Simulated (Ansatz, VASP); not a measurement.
## S: VASP beside Ansatz

File INCAR:

```
SYSTEM = S
ALGO = Normal
EDIFF = 1E-6
ENCUT = 520
ISIF = 2
ISMEAR = -1
LASPH = .True.
LCHARG = .False.
LREAL = .False.
LWAVE = .False.
NBANDS = 13
NELM = 60
PREC = Accurate
SIGMA = 0.05
```

File KPOINTS:

```
k-points
0
Gamma
  13 13 13
  0 0 0
```

Contents of POSCAR:

```
S
1.0
    0.0000000000      2.8171169965      2.8171169965
    2.8171169965      0.0000000000      2.8171169965
    2.8171169965      2.8171169965      0.0000000000
S
2
Direct
   -0.1250000000     -0.1250000000     -0.1250000000
    0.1250000000      0.1250000000      0.1250000000
```

Input for Ansatz:

```yaml
crystal:
  lattice:
    - [0.0, 2.8171169965, 2.8171169965]
    - [2.8171169965, 0.0, 2.8171169965]
    - [2.8171169965, 2.8171169965, 0.0]
  atoms:
    - { symbol: S, position: [-0.125, -0.125, -0.125] }
    - { symbol: S, position: [0.125, 0.125, 0.125] }
kpoints:
  mp_grid: { grid: [13, 13, 13] }
  band_path:
    path:
      - [0.0, 0.0, 0.0]
      - [0.5, 0.0, 0.5]
      - [0.625, 0.25, 0.625]
      - [0.375, 0.375, 0.75]
      - [0.0, 0.0, 0.0]
      - [0.5, 0.5, 0.5]
      - [0.5, 0.25, 0.75]
      - [0.5, 0.0, 0.5]
    npoints: 14
scf:
  occupations: { method: fermi_dirac, width: 0.05 }
hamiltonian:
  xc: lda
  pseudopotentials: { kind: all_electron, lapw: { basis_error: 0.001 } }
output:
  forces: true
  stress: true
  eigenvalues: true
  populations: true
  dos: { projected: true, de: 0.2, e_range: [-14, 8] }
```

Alike in both runs: task single point; functional LDA; k mesh 13 × 13 × 13; occupations fermi-dirac, width 0.05 eV; no spin polarisation.

|  | VASP | Ansatz |
| --- | --- | --- |
| version | VASP 6.6.1 | Ansatz 0.2.0 |
| potentials or method | VASP PAW LDA potentials, release 64 (S), cutoff 520 eV | all-electron LAPW, scalar-relativistic |

|  | VASP | Ansatz | Ansatz less VASP |
| --- | --- | --- | --- |
| pressure (GPa) | 0.0 | 0.0 | +0.02 |

LDA's correlation is that of Perdew and Zunger in VASP and of Perdew and Wang (1992) in Ansatz. Ansatz ran all-electron here, and VASP with PAW potentials.
